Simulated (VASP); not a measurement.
# SnCl (P6_3mc) in VASP: a series of runs

Aim: see how the results for SnCl move with the level of theory and the settings. Levels: PBE, PBE+D4, PBE+D3(BJ). Tasks: single point.

Everything below comes from runs of VASP 6.6.1. Logs are shortened: lines on timing, memory, paths and dates and some standing lists are left out, and cuts for length are marked.

### 1 The cell of the first run

The structure is hexagonal, space group P6_3mc (No. 186). The conventional cell has a = 3.498 Å, b = 3.498 Å, c = 10.062 Å, α = 90.00°, β = 90.00°, γ = 120.00°. Sn (site symmetry 3m) has 4 Cl at 2.68 to 3.10 Å and 6 Sn at 3.50 Å within 3.5 Å. Cl (site symmetry 3m) has 4 Sn at 2.68 to 3.10 Å and 6 Cl at 3.50 Å within 3.5 Å.

### 2 Single point, PBE

Contents of INCAR:

```
PREC     = Accurate       # precision mode
ENCUT    = 520            # plane-wave cutoff, eV
EDIFF    = 1E-7           # SCF threshold, eV
ISMEAR   = 1              # smearing method
SIGMA    = 0.05           # smearing width, eV
LREAL    = F              # projectors in reciprocal space
LASPH    = T              # aspherical terms in the spheres
NELM     = 80             # most SCF steps
ALGO     = Normal         # electronic algorithm
ISIF     = 2              # what is computed and relaxed
LWAVE    = F              # write WAVECAR
LCHARG   = F              # write CHGCAR
GGA      = PE             # functional
NBANDS   = 29             # bands
```

Contents of KPOINTS:

```
regular mesh
0
Gamma
  10 10 3
```

Contents of POSCAR:

```
SnCl
1.0
    3.4975457026      0.0000000000      0.0000000000
   -1.7487728513      3.0289634293      0.0000000000
    0.0000000000      0.0000000000     10.0622090000
Sn Cl
2 2
Direct
    0.6666666667      0.3333333333      0.8205100000
    0.3333333333      0.6666666667      0.3205100000
    0.6666666667      0.3333333333      0.5544910000
    0.3333333333      0.6666666667      0.0544910000
```

Potentials or basis: VASP PAW PBE potentials, release 64 (Sn_d, Cl).

Launch:

```
cat potpaw_PBE.64/Sn_d/POTCAR potpaw_PBE.64/Cl/POTCAR > POTCAR
mpirun -np 1 vasp_std > vasp.out
```

OUTCAR:

```text
PREC = Accurate
   ENCUT = 520
   EDIFF = 1E-7
   ISMEAR = 1
   LREAL = F
   LASPH = T
   NELM = 80
   ISIF = 2
   GGA = PE

 ion  position               nearest neighbor table
   1  0.667  0.333  0.821-   3 2.68   4 3.10   4 3.10   4 3.10
   2  0.333  0.667  0.321-   4 2.68   3 3.10   3 3.10   3 3.10
   3  0.667  0.333  0.554-   1 2.68   2 3.10   2 3.10   2 3.10
   4  0.333  0.667  0.054-   2 2.68   1 3.10   1 3.10   1 3.10

  LATTYP: Found a hexagonal cell.
 ALAT       =     3.4975457026
 C/A-ratio  =     2.8769342435

  Lattice vectors:

 A1 = (   3.4975457026,   0.0000000000,   0.0000000000)
 A2 = (  -1.7487728513,   3.0289634293,   0.0000000000)
 A3 = (   0.0000000000,   0.0000000000,  10.0622090000)

Analysis of symmetry for initial positions (statically):
=====================================================================
 Subroutine PRICEL returns:
 Original cell was already a primitive cell.

 Routine SETGRP: Setting up the symmetry group for a
 hexagonal supercell.

 Subroutine GETGRP returns: Found 12 space group operations
 (whereof  6 operations were pure point group operations)
 out of a pool of 24 trial point group operations.

The static configuration has the point symmetry C_3v.
 The point group associated with its full space group is C_6v.

Analysis of symmetry for dynamics (positions and initial velocities):
=====================================================================
 Subroutine PRICEL returns:
 Original cell was already a primitive cell.

 Routine SETGRP: Setting up the symmetry group for a
 hexagonal supercell.

 Subroutine GETGRP returns: Found 12 space group operations
 (whereof  6 operations were pure point group operations)
 out of a pool of 24 trial point group operations.

The dynamic configuration has the point symmetry C_3v.
 The point group associated with its full space group is C_6v.

 Subroutine INISYM returns: Found 12 space group operations
 (whereof  6 operations are pure point group operations),
 and found     1 'primitive' translations

----------------------------------------------------------------------------------------

                                     Primitive cell

  volume of cell :     106.5984

  direct lattice vectors                    reciprocal lattice vectors
     3.497545703  0.000000000  0.000000000     0.285914777  0.165072974  0.000000000
    -1.748772851  3.028963429  0.000000000     0.000000000  0.330145947  0.000000000
     0.000000000  0.000000000 10.062209000     0.000000000  0.000000000  0.099381756

  length of vectors
     3.497545703  3.497545703 10.062209000     0.330145947  0.330145947  0.099381756

  position of ions in fractional coordinates (direct lattice)
     0.666666667  0.333333333  0.820510000
     0.333333333  0.666666667  0.320510000
     0.666666667  0.333333333  0.554491000
     0.333333333  0.666666667  0.054491000

  ion indices of the primitive-cell ions
   primitive index   ion index
                 1           1
                 2           2
                 3           3
                 4           4

----------------------------------------------------------------------------------------

 KPOINTS: regular mesh

Automatic generation of k-mesh.
 Grid dimensions read from file:
 generate k-points for:   10   10    3

 Generating k-lattice:

  Cartesian coordinates                     Fractional coordinates (reciprocal lattice)
     0.028591478  0.016507297  0.000000000     0.100000000 -0.000000000  0.000000000
     0.000000000  0.033014595  0.000000000     0.000000000  0.100000000  0.000000000
     0.000000000  0.000000000  0.033127252     0.000000000  0.000000000  0.333333333

  Length of vectors
     0.033014595  0.033014595  0.033127252

  Shift w.r.t. Gamma in fractional coordinates (k-lattice)
     0.000000000  0.000000000  0.000000000

 Subroutine IBZKPT returns following result:
 ===========================================

 Found     28 irreducible k-points:

 Following reciprocal coordinates:
            Coordinates               Weight
  0.000000  0.000000  0.000000      1.000000
  0.100000 -0.000000  0.000000      6.000000
  0.200000 -0.000000  0.000000      6.000000
  0.300000 -0.000000  0.000000      6.000000
  0.400000 -0.000000  0.000000      6.000000
  0.500000 -0.000000  0.000000      3.000000
[... 16 lines left out ...]
  0.300000  0.100000  0.333333     24.000000
  0.400000  0.100000  0.333333     24.000000
 [... further k-points ...]
   k-points           NKPTS =     28   k-points in BZ     NKDIM =     28   number of bands    NBANDS=     29
   number of dos      NEDOS =    301   number of ions     NIONS =      4
   total plane-waves  NPLWV =  62720
   dimension x,y,z NGX =    28 NGY =   28 NGZ =   80
   dimension x,y,z NGXF=    56 NGYF=   56 NGZF=  160
   ions per type =               2   2
   NGX,Y,Z   is equivalent  to a cutoff of  13.31, 13.31, 13.22 a.u.
   NGXF,Y,Z  is equivalent  to a cutoff of  26.62, 26.62, 26.43 a.u.
[... 47 lines left out ...]
   NGX = 13   NGY = 13   NGZ = 37

 number of electron      41.9999995 magnetization

 Free energy of the ion-electron system (eV)
  ---------------------------------------------------
  ext. energy  EPLUGINS =         0.00000000
  ---------------------------------------------------
  free energy    TOTEN  =       -13.40858262 eV

  energy without entropy =      -13.40814440  energy(sigma->0) =      -13.40843655

 E-fermi :   4.7051     XC(G=0):  -9.3837

 val. band max:        4.6915927904   @ k =   0.3000   0.1000   0.3333
 cond. band min:       4.9238207349   @ k =   0.3000   0.3000   0.0000
 fundamental gap:      0.2322279445
 Fermi energy:         4.7051066179

 k-point     1 :       0.0000    0.0000    0.0000
  band No.  band energies     occupation
      1     -16.7639      2.00000
      2     -16.7564      2.00000
      3     -16.6973      2.00000
      4     -16.6973      2.00000
      5     -16.6972      2.00000
      6     -16.6972      2.00000
[... 21 lines left out ...]
     28      12.0827      0.00000
     29      15.2015      0.00000

 k-point     2 :       0.1000   -0.0000    0.0000
  band No.  band energies     occupation
      1     -16.7586      2.00000
      2     -16.7515      2.00000
      3     -16.6981      2.00000
      4     -16.6980      2.00000
      5     -16.6881      2.00000
      6     -16.6881      2.00000
[... 21 lines left out ...]
     28      12.5196      0.00000
     29      14.1572      0.00000

 k-point     3 :       0.2000   -0.0000    0.0000
  band No.  band energies     occupation
      1     -16.7481      2.00000
      2     -16.7426      2.00000
      3     -16.6973      2.00000
      4     -16.6961      2.00000
      5     -16.6853      2.00000
      6     -16.6850      2.00000
[... 21 lines left out ...]
     28      12.5817      0.00000
     29      13.7468      0.00000

 k-point     4 :       0.3000   -0.0000    0.0000
  band No.  band energies     occupation
      1     -16.7441      2.00000
      2     -16.7412      2.00000
      3     -16.7002      2.00000
      4     -16.6995      2.00000
      5     -16.6872      2.00000
      6     -16.6844      2.00000
[... 21 lines left out ...]
     28      12.1422      0.00000
     29      13.1489      0.00000

 k-point     5 :       0.4000   -0.0000    0.0000
  band No.  band energies     occupation
      1     -16.7466      2.00000
      2     -16.7451      2.00000
      3     -16.7118      2.00000
      4     -16.7110      2.00000
      5     -16.6790      2.00000
      6     -16.6783      2.00000
[... 21 lines left out ...]
     28      11.6808      0.00000
     29      12.4310      0.00000
[... 510 lines left out ...]
     28      12.7593      0.00000
     29      13.9386      0.00000

 k-point    22 :       0.2000    0.1000    0.3333
  band No.  band energies     occupation
      1     -16.7378      2.00000
      2     -16.7355      2.00000
      3     -16.6967      2.00000
      4     -16.6960      2.00000
      5     -16.6933      2.00000
      6     -16.6933      2.00000
[... 21 lines left out ...]
     28      12.7657      0.00000
     29      13.6578      0.00000

 k-point    23 :       0.3000    0.1000    0.3333
  band No.  band energies     occupation
      1     -16.7362      2.00000
      2     -16.7351      2.00000
      3     -16.7060      2.00000
      4     -16.7056      2.00000
      5     -16.6824      2.00000
      6     -16.6809      2.00000
[... 21 lines left out ...]
     28      12.2830      0.00000
     29      13.1365      0.00000

 k-point    24 :       0.4000    0.1000    0.3333
  band No.  band energies     occupation
      1     -16.7384      2.00000
      2     -16.7378      2.00000
      3     -16.7135      2.00000
      4     -16.7131      2.00000
      5     -16.6824      2.00000
      6     -16.6820      2.00000
[... 21 lines left out ...]
     28      11.9980      0.00000
     29      12.7266      0.00000

 [... further k-points ...]

------------------------ aborting loop because EDIFF is reached ----------------------------------------

  FORCE on cell =-STRESS in cart. coord.  units (eV):
  Direction    XX          YY          ZZ          XY          YZ          ZX
  --------------------------------------------------------------------------------------
  -------------------------------------------------------------------------------------
  Total       -0.0496066     -0.0496066     -0.3920438     -0.0000000      0.0000000      0.0000000
  in kB       -0.7455892     -0.7455892     -5.8924299     -0.0000000      0.0000000      0.0000000
  external PRESSURE =      -2.4612028 kB  Pullay stress =       0.0000000 kB

 VOLUME and BASIS-vectors are now :
 -----------------------------------------------------------------------------
  energy-cutoff  :      520.00
  volume of cell :      106.60
      direct lattice vectors                 reciprocal lattice vectors
     3.497545703  0.000000000  0.000000000     0.285914777  0.165072974  0.000000000
    -1.748772851  3.028963429  0.000000000     0.000000000  0.330145947  0.000000000
     0.000000000  0.000000000 10.062209000     0.000000000  0.000000000  0.099381756

 POSITION                                       TOTAL-FORCE (eV/Angst)
 -----------------------------------------------------------------------------------
      1.74877      1.00965      8.25614        -0.000000      0.000000     -0.092850
     -0.00000      2.01931      3.22504         0.000000      0.000000     -0.092850
      1.74877      1.00965      5.57940        -0.000000     -0.000000      0.092850
     -0.00000      2.01931      0.54830         0.000000      0.000000      0.092850
 -----------------------------------------------------------------------------------
    total drift:                                0.000000      0.000000     -0.000875

  FREE ENERGIE OF THE ION-ELECTRON SYSTEM (eV)
  ---------------------------------------------------
  free  energy   TOTEN  =       -13.4085826242 eV

  energy  without entropy=      -13.4081444041  energy(sigma->0) =      -13.40843655
```

Wall time 38 s (1 thread of Intel Xeon 6975P-C (Granite Rapids), shared host); peak memory 0.27 GiB.

What came out:

```yaml
Free_energy: -13.4086 eV
Pressure: -0.2 GPa
Largest_force: 0.093 eV/Å
Band_gap_on_the_k_mesh: zero (band 21 reaches 7.20 eV, above the bottom of band 22 at 3.75 eV)
```

Forces on the atoms (eV/Å):
```
Sn   0.000  0.000 -0.093
Sn   0.000  0.000 -0.093
Cl   0.000  0.000  0.093
Cl   0.000  0.000  0.093
```

Caveat: spin-orbit coupling is left out, which moves the levels of the heavy elements.

### 3 Single point, PBE

Contents of INCAR:

```
ALGO = Normal ; EDIFF = 1E-6
ENCUT = 520 ; GGA = PE
ISIF = 2 ; ISMEAR = 1
LASPH = T ; LCHARG = F
LREAL = F ; LWAVE = F
NBANDS = 29 ; NELM = 60
PREC = Accurate ; SIGMA = 0.05
```

Contents of KPOINTS:

```
k-points
0
Gamma
  12 12 4
```

POSCAR is that of step 2.

Potentials or basis: VASP PAW PBE potentials, release 64 (Sn_d, Cl).

Launch:

```
cat potpaw_PBE.64/Sn_d/POTCAR potpaw_PBE.64/Cl/POTCAR > POTCAR
mpirun -np 1 vasp_std > vasp.out
```

Run time: 66 s. Hardware: 1 thread of Intel Xeon 6975P-C (Granite Rapids), shared host; peak memory 0.32 GiB.

Results (log left out):

- Free energy: -13.4049 eV
- Pressure: -0.3 GPa
- Largest force: 0.096 eV/Å
- Band gap on the k mesh: zero (band 21 reaches 7.67 eV, above the bottom of band 22 at 3.75 eV)

Forces in eV/Å, atoms in the order of the input:
```
Sn   0.000  0.000 -0.096
Sn   0.000  0.000 -0.096
Cl   0.000  0.000  0.096
Cl   0.000  0.000  0.096
```

Stress tensor (GPa, compression positive):
```
-0.16  0.00  0.00
 0.00 -0.16  0.00
 0.00  0.00 -0.44
```

Levels at points of the mesh, in eV from the Fermi level:
```tsv
k point	band 17	band 18	band 19	band 20	band 21	band 22	band 23	band 24	band 25	band 26
(0.00, 0.00, 0.00)	-1.55	-1.55	-1.49	-1.49	0.93	4.22	6.10	6.10	6.57	6.57
(0.50, 0.00, 0.00)	-3.15	-2.21	-2.05	-1.99	-1.85	-1.01	3.49	3.51	4.31	4.53
(0.00, 0.00, 0.50)	-1.52	-1.52	-1.52	-1.52	2.82	2.82	6.32	6.32	6.32	6.32
(0.50, 0.00, 0.50)	-3.22	-3.22	-2.13	-2.13	-0.86	-0.86	3.60	3.60	3.87	3.87
```

Caveat: spin-orbit coupling is left out, which moves the levels of the heavy elements.

### 4 Single point, PBE

Contents of INCAR:

```
SYSTEM = SnCl
ALGO = Normal ; EDIFF = 1E-6
ENCUT = 520 ; GGA = PE
ISIF = 2 ; ISMEAR = 1
LASPH = .True. ; LCHARG = .False.
LREAL = .False. ; LWAVE = .False.
NBANDS = 29 ; NELM = 100
PREC = Accurate ; SIGMA = 0.05
```

Contents of KPOINTS:

```
k-points
0
Gamma
  14 14 5
  0 0 0
```

POSCAR is that of step 3.

Launch:

```
cat potpaw_PBE.64/Sn_d/POTCAR potpaw_PBE.64/Cl/POTCAR > POTCAR
mpirun -np 1 vasp_std > vasp.out
```

Run time: 85 s. Hardware: 1 thread of Intel Xeon 6975P-C (Granite Rapids), shared host; peak memory 0.34 GiB.

Results (log left out):

| Item | Value |
| --- | --- |
| Free energy | -13.4073 eV |
| Pressure | -0.3 GPa |
| Largest force | 0.098 eV/Å |
| Band gap on the k mesh | zero (band 21 reaches 7.37 eV, above the bottom of band 22 at 3.75 eV) |

Forces on the atoms (eV/Å):
```
Sn   0.000  0.000 -0.098
Sn   0.000  0.000 -0.098
Cl   0.000  0.000  0.098
Cl   0.000  0.000  0.098
```

Stress tensor (GPa, compression positive):
```
-0.13  0.00  0.00
 0.00 -0.13  0.00
 0.00  0.00 -0.56
```

Levels at points of the mesh, in eV from the Fermi level:
```
           k point  band 17  band 18  band 19  band 20  band 21  band 22  band 23  band 24  band 25  band 26
(0.00, 0.00, 0.00)    -1.64    -1.64    -1.58    -1.58     0.84     4.13     6.01     6.01     6.48     6.48
(0.50, 0.00, 0.00)    -3.24    -2.30    -2.14    -2.08    -1.94    -1.10     3.40     3.42     4.22     4.44
```

Caveat: spin-orbit coupling is left out, which moves the levels of the heavy elements.

### 5 Single point, PBE+D4

This run uses another cell than the first one, of 25.32 Å³/atom, 0.950 times its volume.

Contents of INCAR:

```
SYSTEM = SnCl
PREC = Accurate
ENCUT = 520
EDIFF = 1E-6
ISMEAR = -1
SIGMA = 0.05
LREAL = .FALSE.
LASPH = .TRUE.
NELM = 60
ALGO = Normal
ISIF = 2
LWAVE = .FALSE.
LCHARG = .FALSE.
GGA = PE
IVDW = 13
NBANDS = 29
```

Contents of KPOINTS:

```
Automatic mesh
0
G
  9 9 3
  0 0 0
```

Contents of POSCAR:

```
SnCl
1.0
    3.4137982799      0.0000000000      0.0000000000
   -1.7068991399      2.9564360338      0.0000000000
    0.0000000000      0.0000000000     10.0348875765
Sn Cl
2 2
Direct
    0.6666666667      0.3333333333      0.8150822565
    0.3333333333      0.6666666667      0.3150822565
    0.6666666667      0.3333333333      0.5599187435
    0.3333333333      0.6666666667      0.0599187435
```

Launch:

```
cat potpaw_PBE.64/Sn_d/POTCAR potpaw_PBE.64/Cl/POTCAR > POTCAR
mpirun -np 1 vasp_std > vasp.out
```

Run time: 43 s. Hardware: 1 thread of Intel Xeon 6975P-C (Granite Rapids), shared host; peak memory 0.25 GiB.

It converged, with:

```
Free energy                : -14.6490 eV
Pressure                   : -0.1 GPa
Largest force              : 0.007 eV/Å
Band gap on the k mesh     : zero (band 21 reaches 7.82 eV, above the bottom of band 22 at 4.13 eV)
Dispersion energy per atom : -0.313 eV
```

Forces in eV/Å, atoms in the order of the input:
```
Sn   0.000  0.000 -0.007
Sn   0.000  0.000 -0.007
Cl   0.000  0.000  0.007
Cl   0.000  0.000  0.007
```

Levels at points of the mesh, in eV from the Fermi level:
| k point | band 16 | band 17 | band 18 | band 19 | band 20 | band 21 | band 22 | band 23 | band 24 | band 25 |
| --- | --- | --- | --- | --- | --- | --- | --- | --- | --- | --- |
| (0.00, 0.00, 0.00) | -1.81 | -1.40 | -1.40 | -1.34 | -1.34 | 0.92 | 4.50 | 6.65 | 6.65 | 7.02 |

Caveat: spin-orbit coupling is left out, which moves the levels of the heavy elements; pairwise dispersion overbinds metals, which lowers pressure and volume.

### 6 Single point, PBE+D3(BJ)

This run uses another cell than the first one, of 25.33 Å³/atom, 0.950 times its volume.

Contents of INCAR:

```
PREC = Accurate ; ENCUT = 520
EDIFF = 1E-6 ; ISMEAR = -1
SIGMA = 0.05 ; LREAL = F
LASPH = T ; NELM = 80
ALGO = Normal ; ISIF = 2
LWAVE = F ; LCHARG = T
GGA = PE ; IVDW = 12
LELF = T ; LVHAR = T
NBANDS = 29
```

Contents of KPOINTS:

```
Automatic mesh
0
Gamma
  9 9 3
```

Contents of POSCAR:

```
SnCl
1.0
    3.4144710222      0.0000000000      0.0000000000
   -1.7072355111      2.9570186457      0.0000000000
    0.0000000000      0.0000000000     10.0333244604
Sn Cl
2 2
Direct
    0.6666666667      0.3333333333      0.8152112343
    0.3333333333      0.6666666667      0.3152112343
    0.6666666667      0.3333333333      0.5597897657
    0.3333333333      0.6666666667      0.0597897657
```

Potentials or basis: VASP PAW PBE potentials, release 64 (Sn_d, Cl).

Launch:

```
cat potpaw_PBE.64/Sn_d/POTCAR potpaw_PBE.64/Cl/POTCAR > POTCAR
mpirun -np 1 vasp_std > vasp.out
```

Wall time 40 s (1 thread of Intel Xeon 6975P-C (Granite Rapids), shared host); peak memory 0.26 GiB.

The run converged. Its results:

- Free energy: -14.5563 eV
- Pressure: -0.1 GPa
- Largest force: 0.005 eV/Å
- Band gap on the k mesh: zero (band 21 reaches 7.82 eV, above the bottom of band 22 at 4.13 eV)
- Dispersion energy per atom: -0.290 eV

Forces on the atoms (eV/Å):
```
Sn   0.000  0.000 -0.005
Sn   0.000  0.000 -0.005
Cl   0.000  0.000  0.005
Cl   0.000  0.000  0.005
```

Levels at points of the mesh, in eV from the Fermi level:
```csv
k point,band 18,band 19,band 20,band 21,band 22,band 23
"(0.00, 0.00, 0.00)",-1.40,-1.34,-1.34,0.92,4.50,6.64
```

Caveat: spin-orbit coupling is left out, which moves the levels of the heavy elements; pairwise dispersion overbinds metals, which lowers pressure and volume.

### 7 Overview

| level | cell | k mesh | smearing | gap on the mesh (eV) | pressure (GPa) | largest force (eV/Å) |
| --- | --- | --- | --- | --- | --- | --- |
| PBE | a = 3.498, b = 3.498, c = 10.062 Å, angles 90.0, 90.0, 120.0°, 4 atoms | 10 × 10 × 3 | methfessel-paxton 0.05 eV | none | -0.2 | 0.09 |
| PBE | a = 3.498, b = 3.498, c = 10.062 Å, angles 90.0, 90.0, 120.0°, 4 atoms | 12 × 12 × 4 | methfessel-paxton 0.05 eV | none | -0.3 | 0.10 |
| PBE | a = 3.498, b = 3.498, c = 10.062 Å, angles 90.0, 90.0, 120.0°, 4 atoms | 14 × 14 × 5 | methfessel-paxton 0.05 eV | none | -0.3 | 0.10 |
| PBE+D4 | a = 3.414, b = 3.414, c = 10.035 Å, angles 90.0, 90.0, 120.0°, 4 atoms | 9 × 9 × 3 | fermi-dirac 0.05 eV | none | -0.1 | 0.01 |
| PBE+D3(BJ) | a = 3.414, b = 3.414, c = 10.033 Å, angles 90.0, 90.0, 120.0°, 4 atoms | 9 × 9 × 3 | fermi-dirac 0.05 eV | none | -0.1 | - |

Alike in all rows: task single point; potentials or basis VASP PAW PBE potentials, release 64 (Sn_d, Cl); no spin polarisation; cutoff (eV) 520.

Every run on the cell as given and a fine mesh finds a metal.

Caveats: spin-orbit coupling is left out, which moves the levels of the heavy elements; pairwise dispersion overbinds metals, which lowers pressure and volume (some runs).

Absolute energies hang on the potentials; compare differences alone.
